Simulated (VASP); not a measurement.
The system is Cr.

```
CELL_PARAMETERS angstrom
0.00000 2.52977 2.52977
2.52977 0.00000 2.52977
2.52977 2.52977 0.00000
ATOMIC_POSITIONS crystal
Cr 0.12500 0.12500 0.12500
Cr 0.87500 0.87500 0.87500
```

This isn't the form of Cr at room conditions, which is bcc.

```yaml
Program: VASP 6.6.1
Task: relaxation of cell and atoms
Functional: PBE
Potentials_or_basis: VASP PAW PBE potentials, release 64 (Cr_sv)
Cutoff: 700 eV
k_mesh: 11 × 11 × 11
Occupations: fermi-dirac, width 0.05 eV
Spin: collinear spin, antiferromagnetic start
Starting_moments: "[1.5, -1.5] μB"
```

At the start: pressure 10.9 GPa; volume 16.19 Å³/atom.

**Question.** Where does the relaxation end?

**Answer.** Over 3 steps the energy falls by 85.2 meV/atom and the volume is 19.12 Å³/atom (+18.1 %); space group Fd-3m (No. 227, to 0.1 Å) before and after; moment 0.00 μB per cell.

Step by step:
```
step  energy change (eV)  largest force (eV/Å)  pressure (GPa)  volume (Å³)
   1              0.0000                0.0000           10.91        32.38
   2             -0.1699                0.0000            0.45        37.83
   3             -0.1704                0.0000           -0.05        38.23
```

Final structure:
```cif
data_structure
_symmetry_space_group_name_H-M 'P 1'
_symmetry_Int_Tables_number 1
_cell_length_a 3.7814
_cell_length_b 3.7814
_cell_length_c 3.7814
_cell_angle_alpha 60.000
_cell_angle_beta 60.000
_cell_angle_gamma 60.000
_cell_volume 38.23
loop_
_atom_site_label
_atom_site_type_symbol
_atom_site_fract_x
_atom_site_fract_y
_atom_site_fract_z
_atom_site_occupancy
Cr1 Cr 0.12500 0.12500 0.12500 1
Cr2 Cr 0.87500 0.87500 0.87500 1
```

Caveat: the volume moved by over 15 % at a fixed basis, so the end points are rough; the antiferromagnetic order is the one typed at the start, and another may lie lower.
